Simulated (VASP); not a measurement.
A run of VASP 6.6.1 is set up as follows.

File INCAR:

```
PREC = Accurate ; ENCUT = 520
EDIFF = 1E-7 ; ISMEAR = -1
SIGMA = 0.3275 ; LREAL = F
LASPH = T ; NELM = 100
ALGO = Normal ; ISIF = 2
LWAVE = F ; LCHARG = F
GGA = PE ; NBANDS = 41
```

File KPOINTS:

```
Automatic mesh
0
Gamma
  4 4 4
```

The input POSCAR:

```
AlN
1.0
    5.2253880000      0.0754520000     -0.0146810000
    0.0754520000      5.6076760000      0.1886370000
   -0.0146810000      0.1886370000      5.5019230000
Al N
7 7
Direct
    0.5361436995      0.0356785183      0.3750923813
    0.0071135489      0.6313591733      0.6202428090
    0.8987949566      0.0276237978      0.7802498144
    0.0616579820      0.2179622249      0.2405690218
    0.1373538782      0.7656713681      0.1076912786
    0.4026830778      0.2170002650      0.7857285097
    0.5302987747      0.5053749781      0.1981461502
    0.2659745896      0.8355630430      0.8456515102
    0.4178212595      0.4628061218      0.4994198235
    0.7320827592      0.7794207650      0.1895146906
    0.4692627426      0.8993316733      0.6615676011
    0.6612361199      0.2278686872      0.0640168576
    0.2262186222      0.4630157550      0.0725094921
    0.9289047756      0.2793242096      0.5324891405
```

Potentials or basis: VASP PAW PBE potentials, release 64 (Al, N).

Launch:

```bash
$ cat potpaw_PBE.64/Al/POTCAR potpaw_PBE.64/N/POTCAR > POTCAR
$ mpirun -np 1 vasp_std > vasp.out
```

Problem. What does it give for the pressure?

Solution. 2.9 GPa.

Problem. Predict the largest force.

Solution. 10.503 eV/Å.

Forces on the atoms (eV/Å):
```
Al   1.850 -0.413 -4.380
Al   0.936 -3.207 -1.318
Al  -2.120  1.769  0.560
Al  -1.175  0.551 -0.510
Al  -4.656 -0.418  6.196
Al   0.530  2.902  0.897
Al   3.855  0.116 -0.340
N    3.576  4.297 -8.892
N   -1.502 -1.990  3.629
N    1.583 -0.204  0.749
N   -1.091  0.192  4.260
N    1.245 -0.609 -1.030
N   -2.664 -2.641 -2.347
N   -0.365 -0.343  2.524
```
